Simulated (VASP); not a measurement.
# GaP4 (P-43m) in VASP: notebook, part 2 of 2

VASP 6.6.1. Earlier steps stand in the parts before.

**4. Relaxation of cell and atoms, PBE**

File INCAR:

```
SYSTEM = GaP4
PREC = Accurate ; ENCUT = 600
EDIFF = 1E-6 ; ISMEAR = 0
SIGMA = 0.1 ; LREAL = .False.
LASPH = .True. ; NELM = 80
ALGO = Normal ; ISIF = 3
LWAVE = .False. ; LCHARG = .False.
GGA = PE ; IBRION = 2
NSW = 100 ; EDIFFG = -0.01
```

File KPOINTS:

```
Automatic mesh
0
Gamma
  8 8 8
  0 0 0
```

File POSCAR:

```
GaP4
1.0
    5.0828497359      0.0000000000      0.0000000000
    0.0000000000      5.0828497359      0.0000000000
    0.0000000000      0.0000000000      5.0828497359
Ga P
1 4
Direct
    0.0000000000      0.0000000000      0.0000000000
    0.3442367788      0.6557632212      0.6557632212
    0.6557632212      0.3442367788      0.6557632212
    0.6557632212      0.6557632212      0.3442367788
    0.3442367788      0.3442367788      0.3442367788
```

Potentials or basis: VASP PAW PBE potentials, release 64 (Ga_d, P).

Run with:

```sh
$ cat potpaw_PBE.64/Ga_d/POTCAR potpaw_PBE.64/P/POTCAR > POTCAR
$ mpirun -np 1 vasp_std > vasp.out
```

OUTCAR:

```text
SYSTEM = GaP4
   PREC = Accurate
   ENCUT = 600
   EDIFF = 1E-6
   ISMEAR = 0
   LREAL = .False.
   LASPH = .True.
   NELM = 80
   ISIF = 3
   GGA = PE
   IBRION = 2
   NSW = 100
   EDIFFG = -0.01

 ion  position               nearest neighbor table
   1  0.000  0.000  0.000-
   2  0.344  0.656  0.656-   3 2.24   4 2.24   5 2.24
   3  0.656  0.344  0.656-   2 2.24   4 2.24   5 2.24
   4  0.656  0.656  0.344-   2 2.24   3 2.24   5 2.24
   5  0.344  0.344  0.344-   2 2.24   3 2.24   4 2.24

  LATTYP: Found a simple cubic cell.
 ALAT       =     5.0828497359

  Lattice vectors:

 A1 = (   5.0828497359,   0.0000000000,   0.0000000000)
 A2 = (   0.0000000000,   5.0828497359,   0.0000000000)
 A3 = (   0.0000000000,   0.0000000000,   5.0828497359)

Analysis of symmetry for initial positions (statically):
=====================================================================
 Subroutine PRICEL returns:
 Original cell was already a primitive cell.

 Routine SETGRP: Setting up the symmetry group for a
 simple cubic supercell.

 Subroutine GETGRP returns: Found 24 space group operations
 (whereof 24 operations were pure point group operations)
 out of a pool of 48 trial point group operations.

The static configuration has the point symmetry T_d .

Analysis of symmetry for dynamics (positions and initial velocities):
=====================================================================
 Subroutine PRICEL returns:
 Original cell was already a primitive cell.

 Routine SETGRP: Setting up the symmetry group for a
 simple cubic supercell.

 Subroutine GETGRP returns: Found 24 space group operations
 (whereof 24 operations were pure point group operations)
 out of a pool of 48 trial point group operations.

[... 123 lines left out ...]
   IALGO  =     38    algorithm
   IMIX   =      4    mixing-type and parameters
     AMIX     =   0.40;   BMIX     =  1.00
     AMIX_MAG =   1.60;   BMIX_MAG =  1.00
  volume/ion in A,a.u.               =      26.26       177.23
  Fermi-wavevector in a.u.,A,eV,Ry     =   1.033092  1.952260 14.521205  1.067278
  Thomas-Fermi vector in A             =   2.167321
   LORBIT       =      0    0 simple, 1 ext, 2 COOP (PROOUT), +10 PAW based schemes
   GGA     = PE    functional components
   LHFCALC =     F    Hartree Fock is set to
   AEXX    =    0.0000 exact exchange contribution
   IVDW    =     0    specifies the selected vdW correction
   LEPSILON=     F    determine dielectric tensor
   LRPA    =     F    only Hartree local field effects (RPA)
 conjugate gradient relaxation of ions
 non-spin polarized calculation
 Gauss-broadening in eV      SIGMA  =   0.10
  energy-cutoff  :      600.00
  volume of cell :      131.32
 maximum number of plane-waves:      4416
 NGX is ok and might be reduce to    42
   NGX = 21   NGY = 21   NGZ = 21

--------------------------------------- Ionic step        1  -------------------------------------------

 number of electron      33.0000011 magnetization

 Free energy of the ion-electron system (eV)
  ---------------------------------------------------
  ext. energy  EPLUGINS =         0.00000000
  ---------------------------------------------------
  free energy    TOTEN  =       -22.44231053 eV

  energy without entropy =      -22.42903289  energy(sigma->0) =      -22.43567171

------------------------ aborting loop because EDIFF is reached ----------------------------------------

  FORCE on cell =-STRESS in cart. coord.  units (eV):
  Direction    XX          YY          ZZ          XY          YZ          ZX
  --------------------------------------------------------------------------------------
  -------------------------------------------------------------------------------------
  Total       -0.2109156     -0.2109156     -0.2109156      0.0000000      0.0000000     -0.0000000
  in kB       -2.5733421     -2.5733421     -2.5733421      0.0000000      0.0000000     -0.0000000
  external PRESSURE =      -2.5733421 kB  Pullay stress =       0.0000000 kB
[... 182 lines left out ...]
--------------------------------------- Ionic step        6  -------------------------------------------

 number of electron      32.9999996 magnetization

 Free energy of the ion-electron system (eV)
  ---------------------------------------------------
  ext. energy  EPLUGINS =         0.00000000
  ---------------------------------------------------
  free energy    TOTEN  =       -22.44568678 eV

  energy without entropy =      -22.43248363  energy(sigma->0) =      -22.43908521

 E-fermi :   3.9349     XC(G=0):  -8.4489

 val. band max:        3.9301038506   @ k =   0.3750   0.2500   0.1250
 cond. band min:       3.9380778029   @ k =   0.2500   0.2500   0.0000
 fundamental gap:      0.0079739524
 Fermi energy:         3.9348975324

 k-point     1 :       0.0000    0.0000    0.0000
  band No.  band energies     occupation
      1     -12.4523      2.00000
      2     -11.7371      2.00000
      3     -11.7371      2.00000
      4     -11.7371      2.00000
      5     -11.7329      2.00000
      6     -11.7329      2.00000
[... 541 lines left out ...]
     19       5.0568      0.00000
     20       5.6899      0.00000

 [... further k-points ...]
[... 5 lines left out ...]
  --------------------------------------------------------------------------------------
  -------------------------------------------------------------------------------------
  Total       -0.0477364     -0.0477364     -0.0477364     -0.0000000     -0.0000000     -0.0000000
  in kB       -0.5715203     -0.5715203     -0.5715203     -0.0000000     -0.0000000     -0.0000000
  external PRESSURE =      -0.5715203 kB  Pullay stress =       0.0000000 kB
[... 20 lines left out ...]
  FREE ENERGIE OF THE ION-ELECTRON SYSTEM (eV)
  ---------------------------------------------------
  free  energy   TOTEN  =       -22.4456867847 eV

  energy  without entropy=      -22.4324836332  energy(sigma->0) =      -22.43908521

 reached required accuracy - stopping structural energy minimisation
```

OSZICAR:

```text
N       E                     dE             d eps       ncg     rms          rms(c)
DAV:   1     0.222762902355E+03    0.22276E+03   -0.15410E+04  1412   0.184E+03
DAV:   2     0.294178725610E+01   -0.21982E+03   -0.21268E+03  1668   0.384E+02
DAV:   3    -0.218336497208E+02   -0.24775E+02   -0.23800E+02  1808   0.111E+02
DAV:   4    -0.230924038564E+02   -0.12588E+01   -0.12190E+01  1832   0.229E+01
[... 53 lines left out ...]
DAV:   3    -0.224462148173E+02    0.60850E-02   -0.16926E-02  1644   0.118E+00    0.113E-01
DAV:   4    -0.224458535779E+02    0.36124E-03   -0.97645E-04  1612   0.322E-01    0.663E-02
DAV:   5    -0.224457090086E+02    0.14457E-03   -0.13962E-04  2068   0.102E-01    0.335E-02
DAV:   6    -0.224456873886E+02    0.21620E-04   -0.64046E-05  1684   0.827E-02    0.105E-02
DAV:   7    -0.224456867847E+02    0.60394E-06   -0.41207E-06  1496   0.164E-02
   6 F= -.22445687E+02 E0= -.22439085E+02  d E =-.143509E-02
```

CONTCAR:

```text
GaP4
   1.00000000000000
     5.1149664067827914    0.0000000000000000    0.0000000000000000
    -0.0000000000000000    5.1149664067827914   -0.0000000000000000
     0.0000000000000000   -0.0000000000000000    5.1149664067827914
  Ga              P
     1     4
Direct
     1.0000000000000000    0.0000000000000000    0.0000000000000000
     0.3458522103045813    0.6541477896954188    0.6541477896954188
     0.6541477896954188    0.3458522103045813    0.6541477896954188
     0.6541477896954188    0.6541477896954188    0.3458522103045813
     0.3458522103045813    0.3458522103045813    0.3458522103045813

  0.00000000E+00  0.00000000E+00  0.00000000E+00
  0.00000000E+00  0.00000000E+00  0.00000000E+00
  0.00000000E+00  0.00000000E+00  0.00000000E+00
  0.00000000E+00  0.00000000E+00  0.00000000E+00
  0.00000000E+00  0.00000000E+00  0.00000000E+00
```

Wall time 4.5 min (1 thread of Intel Xeon 6975P-C (Granite Rapids), shared host); peak memory 0.33 GiB.

Results:

| Item | Value |
| --- | --- |
| Free energy | -22.4457 eV |
| Relaxed volume | 26.76 Å³/atom |
| Relaxed cell | a = 5.115 Å, b = 5.115 Å, c = 5.115 Å, α = 90.00°, β = 90.00°, γ = 90.00° |
| Space group after relaxing (to 0.05 Å) | P-43m (No. 215) |
| Energy gained by relaxing | 0.7 meV/atom |
| Ionic steps | 6 |
| Pressure after relaxing | -0.1 GPa |
| Largest force after relaxing | 0.010 eV/Å |

Forces in eV/Å, atoms in the order of the input:
```
Ga   0.000  0.000  0.000
P    0.006 -0.006 -0.006
P   -0.006  0.006 -0.006
P   -0.006 -0.006  0.006
P    0.006  0.006  0.006
```

The path:
```tsv
step	energy change (eV)	largest force (eV/Å)	pressure (GPa)	volume (Å³)
1	0.0000	0.1967	-0.26	131.32
2	0.0014	0.2179	0.79	130.52
3	-0.0019	0.0190	0.14	130.96
4	-0.0024	0.0181	0.15	131.32
5	-0.0031	0.0159	0.07	132.15
6	-0.0034	0.0098	-0.06	133.82
```

Final structure:
```yaml
crystal:
  lattice:
    - [5.11497, 0.00000, 0.00000]
    - [0.00000, 5.11497, 0.00000]
    - [0.00000, 0.00000, 5.11497]
  atoms:
    - { symbol: Ga, position: [0.00000, 0.00000, 0.00000] }
    - { symbol: P, position: [0.34585, 0.65415, 0.65415] }
    - { symbol: P, position: [0.65415, 0.34585, 0.65415] }
    - { symbol: P, position: [0.65415, 0.65415, 0.34585] }
    - { symbol: P, position: [0.34585, 0.34585, 0.34585] }
```

**5. The runs side by side**

```tsv
task	cell	k mesh	cutoff (eV)	gap on the mesh (eV)	pressure (GPa)	largest force (eV/Å)
single point	a = 5.083 Å, 5 atoms	4 × 4 × 4	520	none	-0.2	0.15
single point	a = 5.103 Å, 5 atoms	8 × 8 × 8	520	none	-0.2	0.12
relaxation of cell and atoms	relaxed from a = 5.083 Å, 5 atoms	8 × 8 × 8	600	none	-0.1	0.01
```

Alike in all rows: level PBE; potentials or basis VASP PAW PBE potentials, release 64 (Ga_d, P); no spin polarisation; smearing gaussian 0.1 eV.

Total energies depend on the potentials used, so only differences within one code and one set of settings carry meaning.
